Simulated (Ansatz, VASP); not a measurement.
## B2O in VASP and in Ansatz

```xyz
6
Lattice="2.5427 0.0000 0.0000 -1.2713 2.2020 0.0000 0.0000 0.0000 10.4759" Properties=species:S:1:pos:R:3 pbc="T T T"
B     0.0000    0.0000    4.2941
B     0.0000    0.0000    6.1818
B     1.2713    0.7340    0.3074
B     0.0000    1.4680   10.1685
O     1.2713    0.7340    3.6936
O     0.0000    1.4680    6.7823
```

Alike in both runs: task single point; functional PBE; dispersion D3(BJ); k mesh 21 × 21 × 6; occupations gaussian, width 0.15 eV; no spin polarisation.

|  | VASP | Ansatz |
| --- | --- | --- |
| version | VASP 6.6.1 | Ansatz 0.2.0 |
| potentials or method | VASP PAW PBE potentials, release 64 (B, O), cutoff 520 eV | scalar-relativistic, plane waves, PAW |
| valence electrons in the cell | 24 | 24 |

```csv
,VASP,Ansatz,Ansatz less VASP
gap on the k mesh at the Fermi level (eV),none,none,-
pressure (GPa),-6.8,-7.0,-0.24
"traceless stress, the component that is largest in VASP (GPa)",-6.60,-6.19,+0.407
rms of the force components (eV/Å),0.413,0.413,+0.0002
```

Atom by atom the forces differ by 0.006 eV/Å (rms over components). A gap of «none» marks a metal or a gap that the smearing closes.
